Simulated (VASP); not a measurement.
Write the native input for VASP 6.6.1 that does the following.

```
Task                   : electric field gradients
Functional             : PBE
Potentials or basis    : VASP PAW PBE potentials, release 64 (Ga_d, As)
Cutoff                 : 520 eV
k mesh                 : 11 × 11 × 11
Occupations            : fermi-dirac, width 0.05 eV
Spin                   : no spin polarisation
Dipole correction      : no
Further INCAR settings : ALGO = Normal; EDIFF = 1e-08; NBANDS = 16
```

The structure of GaAs lies in POSCAR:

```
GaAs
1.0
    0.0000000000      2.7886446409      2.7886446409
    2.7886446409      0.0000000000      2.7886446409
    2.7886446409      2.7886446409      0.0000000000
Ga As
1 1
Direct
    0.0000000000      0.0000000000      0.0000000000
    0.7500000000      0.7500000000      0.7500000000
```

One way to write it, as run:

INCAR

```
PREC = Accurate
ENCUT = 520
EDIFF = 1E-8
ISMEAR = -1
SIGMA = 0.05
LREAL = False
LASPH = True
NELM = 60
ALGO = Normal
ISIF = 2
LWAVE = False
LCHARG = False
GGA = PE
LEFG = True
NBANDS = 16
```

KPOINTS

```
regular mesh
0
Gamma
  11 11 11
```

Potentials or basis: VASP PAW PBE potentials, release 64 (Ga_d, As).

The run is started by

```console
$ cat potpaw_PBE.64/Ga_d/POTCAR potpaw_PBE.64/As/POTCAR > POTCAR
$ mpirun -np 1 vasp_std > vasp.out
```

It gave:

```json
{"Pressure": "6.9 GPa", "Band gap on the k mesh": "0.83 eV", "Largest electric field gradient by atom": "zero within the noise of the run"}
```

Caveat: the cell stands under pressure; an odd mesh through Γ misses points on the zone boundary, where band edges can lie.

Run time: 30 s on 1 thread of AMD EPYC 7R13 Processor (Zen 3) (shared host), peak memory 0.16 GiB.
